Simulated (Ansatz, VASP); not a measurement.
Two plane-wave programs on HfSb3Pb2

```
Hf Sb Pb
1.0
     6.07805    0.00000    0.00000
    -3.03902    5.26374    0.00000
     0.00000    0.00000    5.81442
Hf Sb Pb
1 3 2
Direct
  0.00000 0.00000 0.00000
  0.50000 0.00000 0.50000
  0.00000 0.50000 0.50000
  0.50000 0.50000 0.50000
  0.33333 0.66667 0.00000
  0.66667 0.33333 0.00000
```

Change from the starting cell: species swapped into the CeZn2Ni3 type (P6/mmm, No. 191).

Alike in both runs: functional PBE; k mesh 6 × 6 × 6; occupations gaussian, width 0.1 eV; no spin polarisation.

Ansatz relaxed the structure, and its values are those at the end. VASP's run is a single point on that final structure, the one shown.

```csv
,VASP,Ansatz
version,VASP 6.6.1,Ansatz 0.2.0
potentials or method,"VASP PAW PBE potentials, release 64 (Hf_pv, Sb, Pb_d), cutoff 520 eV","scalar-relativistic, plane waves, PAW"
valence electrons in the cell,53,99
```

|  | VASP | Ansatz | Ansatz less VASP |
| --- | --- | --- | --- |
| gap on the k mesh at the Fermi level (eV) | none | none | - |
| pressure (GPa) | -0.1 | 0.0 | +0.07 |

A gap of «none» marks a metal or a gap that the smearing closes. The functional is the same, so the differences come from potentials, cutoffs and numerics. VASP's potentials hold 53 valence electrons a cell and Ansatz's 99, so a difference there can come from the potentials and not from the codes.

Spin-orbit coupling is off throughout.
